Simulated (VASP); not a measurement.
Write the native input for VASP 6.6.1 that does the following.

```
Task                   : single point
Functional             : LDA
Potentials or basis    : VASP PAW LDA potentials, release 64 (Al)
Cutoff                 : 520 eV
k mesh                 : 22 × 22 × 22
Occupations            : gaussian, width 0.15 eV
Spin                   : no spin polarisation
Dipole correction      : no
Further INCAR settings : ALGO = Normal; EDIFF = 1e-06; NBANDS = 8
```

The structure of Al lies in POSCAR:

```
Al
1.0
   -1.6491826483      1.6491826483      1.5304414976
    1.6491826483     -1.6491826483      1.5304414976
    1.6491826483      1.6491826483     -1.5304414976
Al
1
Direct
    0.0000000000      0.0000000000      0.0000000000
```

This cell differs from its parent crystal: volume 16.650 Å^3 an atom, c/a of the conventional cell 0.9280.

These files were run (other wordings do the same):

INCAR

```
  PREC = Accurate
  ENCUT = 520
  EDIFF = 1E-6
  ISMEAR = 0
  SIGMA = 0.15
  LREAL = False
  LASPH = True
  NELM = 80
  ALGO = Normal
  ISIF = 2
  LWAVE = False
  LCHARG = False
  NBANDS = 8
```

KPOINTS

```
Automatic mesh
0
Gamma
  22 22 22
```

Potentials or basis: VASP PAW LDA potentials, release 64 (Al).

Launch:

```sh
$ cat potpaw_LDA.64/Al/POTCAR > POTCAR
$ mpirun -np 1 vasp_std > vasp.out
```

Results of the run:

| Item | Value |
| --- | --- |
| Pressure | -1.9 GPa |

It took 23 s on 1 thread of Intel(R) Xeon(R) 6975P-C (Granite Rapids) (shared host), peak memory 0.2 GiB.
